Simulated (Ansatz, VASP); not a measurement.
# One calculation of NaCl, two programs

POSCAR

```
NaCl
1.0
    0.0000000000      2.7940632177      2.7940632177
    2.7940632177      0.0000000000      2.7940632177
    2.7940632177      2.7940632177      0.0000000000
Cl Na
1 1
Direct
    0.5000000000      0.5000000000      0.5000000000
    0.0000000000      0.0000000000      0.0000000000
```

Contents of INCAR.step1:

```
ALGO = Normal ; EDIFF = 1E-5
ENCUT = 520 ; GGA = PE
ISIF = 2 ; ISMEAR = -1
LASPH = T ; LREAL = F
LWAVE = T ; NBANDS = 14
NELM = 100 ; PREC = Accurate
SIGMA = 0.05
```

INCAR.step2

```
AEXX = 0.5 ; AGGAC = 1.0
AGGAX = 0.5 ; ALDAC = 0.0
ALDAX = 0.5 ; ALGO = Normal
EDIFF = 1E-6 ; ENCUT = 520
GGA = B5 ; ISIF = 2
ISMEAR = -1 ; ISTART = 1
LASPH = T ; LCHARG = T
LELF = T ; LHFCALC = T
LREAL = F ; LVHAR = T
LWAVE = F ; NBANDS = 14
NELM = 100 ; PREC = Accurate
PRECFOCK = Normal ; SIGMA = 0.05
```

Contents of KPOINTS:

```
k-points
0
Gamma
  5 5 5
```

The input input.yaml:

```yaml
crystal:
  lattice:
    - [0.0, 2.7940632177, 2.7940632177]
    - [2.7940632177, 0.0, 2.7940632177]
    - [2.7940632177, 2.7940632177, 0.0]
  atoms:
    - { symbol: Cl, position: [0.5, 0.5, 0.5] }
    - { symbol: Na, position: [0.0, 0.0, 0.0] }
hamiltonian:
  xc: { name: BHLYP }
  pseudopotentials: { kind: paw }
kpoints:
  mp_grid: { grid: [5, 5, 5] }
  band_path:
    path:
      - [[0.0, 0.0, 0.0], [0.5, 0.0, 0.5], [0.5, 0.25, 0.75], [0.375, 0.375, 0.75], [0.0, 0.0, 0.0], [0.5, 0.5, 0.5], [0.625, 0.25, 0.625], [0.5, 0.25, 0.75], [0.5, 0.5, 0.5], [0.375, 0.375, 0.75]]
      - [[0.625, 0.25, 0.625], [0.5, 0.0, 0.5]]
    npoints: 4
scf:
  occupations: { method: fermi_dirac, width: 0.05 }
  n_extra_bands: 6
output:
  forces: true
  stress: true
  eigenvalues: true
  fatbands: false
```

Alike in both runs: functional BHLYP; k mesh 5 × 5 × 5; occupations fermi-dirac, width 0.05 eV; no spin polarisation.

|  | VASP | Ansatz |
| --- | --- | --- |
| version | VASP 6.6.1 | Ansatz 0.2.0 |
| potentials or method | VASP PAW PBE potentials, release 64 (Cl, Na_pv) | Ansatz PAW |
| plane-wave cutoff (eV) | 520 | 420 |
| valence electrons in the cell | 14 | 16 |
| task | single point | band structure |

VASP gave:

- gap on the k mesh at the Fermi level (eV): 9.44
- least direct gap on the mesh (eV): 9.44
- pressure (GPa): 0.6

Q: Which values does Ansatz return?

A: gap on the k mesh at the Fermi level (eV): 9.42; least direct gap on the mesh (eV): 9.42; pressure (GPa): 0.7.

VASP's potentials were made for PBE, not for BHLYP. VASP's potentials hold 14 valence electrons a cell and Ansatz's 16, so a difference there can come from the potentials and not from the codes.
